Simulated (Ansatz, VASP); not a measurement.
**One calculation of SnO, two programs**

File INCAR:

```
SYSTEM = SnO
PREC = Accurate
ENCUT = 1340
EDIFF = 1E-6
ISMEAR = 0
SIGMA = 0.01
LREAL = .FALSE.
LASPH = .TRUE.
NELM = 120
ALGO = Normal
ISIF = 2
LWAVE = .FALSE.
LCHARG = .FALSE.
GGA = PS
NBANDS = 28
GGA_COMPAT = .FALSE.
```

The input KPOINTS:

```
regular mesh
0
G
  5 3 4
  0 0 0
```

POSCAR

```
SnO
1.0
    3.3550050000      0.0000000000      0.0000000000
    0.0000000000      5.6741040000      0.0000000000
    0.0000000000      0.0000000000      4.2219700000
Sn O
2 2
Direct
    0.0000000000      0.2319090000      0.5131440000
    0.5000000000      0.7680910000      0.0131440000
    0.0000000000      0.8912500000      0.7368570000
    0.5000000000      0.1087500000      0.2368570000
```

Input for Ansatz:

```yaml
crystal:
  lattice:
    - [3.355005, 0.0, 0.0]
    - [0.0, 5.674104, 0.0]
    - [0.0, 0.0, 4.22197]
  atoms:
    - { symbol: Sn, position: [0.0, 0.231909, 0.513144] }
    - { symbol: Sn, position: [0.5, 0.768091, 0.013144] }
    - { symbol: O, position: [0.0, 0.89125, 0.736857] }
    - { symbol: O, position: [0.5, 0.10875, 0.236857] }
kpoints:
  mp_grid:
    grid: [5, 3, 4]
    shift: [0.0, 0.0, 0.0]
hamiltonian:
  xc: pbesol
  pseudopotentials:
    kind: paw
scf:
  convergence:
    dr2_threshold: 1.0e-07
  occupations:
    method: fixed
output:
  forces: true
  stress: true
  eigenvalues: true
```

Alike in both runs: task single point; functional PBEsol; k mesh 5 × 3 × 4; no spin polarisation.

|  | VASP | Ansatz |
| --- | --- | --- |
| version | VASP 6.6.1 | Ansatz 0.2.0 |
| potentials or method | VASP PAW PBE potentials, release 64 (Sn_d, O_h) | plane waves, PAW |
| plane-wave cutoff (eV) | 1340 | 420 |
| occupations | gaussian, width 0.01 eV | fixed |
| valence electrons in the cell | 40 | 40 |

|  | VASP | Ansatz | Ansatz less VASP |
| --- | --- | --- | --- |
| gap on the k mesh at the Fermi level (eV) | 1.54 | 1.55 | +0.009 |
| pressure (GPa) | -2.9 | -3.0 | -0.15 |
| traceless stress, the component that is largest in VASP (GPa) | -0.58 | -0.59 | -0.010 |
| rms of the force components (eV/Å) | 0.161 | 0.189 | +0.0282 |

VASP's potentials were made for PBE, not for PBEsol. Atom by atom the forces differ by 0.030 eV/Å (rms over components). Ansatz's warnings: stress scf threshold loose.
